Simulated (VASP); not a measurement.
# Ta2C: single point with PBEsol

Ta2C:

```
CELL_PARAMETERS angstrom
3.01792 0.00000 0.00000
-1.50896 2.61359 0.00000
0.00000 0.00000 4.67503
ATOMIC_POSITIONS crystal
Ta 0.33333 0.66667 0.25288
Ta 0.66667 0.33333 0.74712
C 0.00000 0.00000 0.00000
```

This cell differs from its parent crystal: strain -0.025 along x and y, -0.050 along z.

- Program: VASP 6.6.1
- Task: single point
- Functional: PBEsol
- Potentials or basis: VASP PAW PBE potentials, release 64 (Ta_pv, C)
- Cutoff: 520 eV
- k mesh: 18 × 18 × 10
- Occupations: gaussian, width 0.15 eV
- Spin: no spin polarisation

```json
{"Pressure": "37.7 GPa", "Largest force": "1.153 eV/Å", "Band gap on the k mesh": "zero (bands 13 and 14 overlap by 1.05 eV)"}
```

Forces on the atoms (eV/Å):
```
Ta   0.000  0.000  1.153
Ta   0.000  0.000 -1.153
C    0.000  0.000  0.000
```

Stress tensor (GPa, compression positive):
```
33.42  0.00  0.00
 0.00 33.42  0.00
 0.00  0.00 46.23
```

Levels at points of the mesh, in eV from the Fermi level:
| k point | band 9 | band 10 | band 11 | band 12 | band 13 | band 14 | band 15 | band 16 | band 17 | band 18 |
| --- | --- | --- | --- | --- | --- | --- | --- | --- | --- | --- |
| (0.00, 0.00, 0.00) | -4.06 | -4.06 | -2.50 | 0.25 | 0.61 | 0.61 | 1.10 | 1.10 | 2.71 | 2.71 |
| (0.50, 0.00, 0.00) | -4.45 | -4.41 | -4.21 | -1.83 | -0.01 | 3.77 | 4.24 | 5.47 | 5.75 | 6.10 |
| (0.00, 0.00, 0.50) | -4.38 | -4.38 | -1.78 | -1.35 | -0.45 | -0.45 | 3.49 | 3.49 | 4.17 | 4.17 |
| (0.50, 0.00, 0.50) | -4.87 | -3.86 | -2.71 | -0.99 | -0.76 | 1.70 | 1.94 | 4.82 | 5.50 | 5.53 |

Run time: 5.3 min on 1 thread of Intel Xeon 8259CL, with other jobs on the host, peak memory 0.33 GiB.

Caveat: the cell differs from its parent crystal (strain -0.025 along x and y, -0.050 along z); the stress differs along the axes, from 33 to 46 GPa; the PAW data sets were made with another functional, which shifts forces and pressure a little; spin-orbit coupling is left out, which moves the levels of the heavy elements.
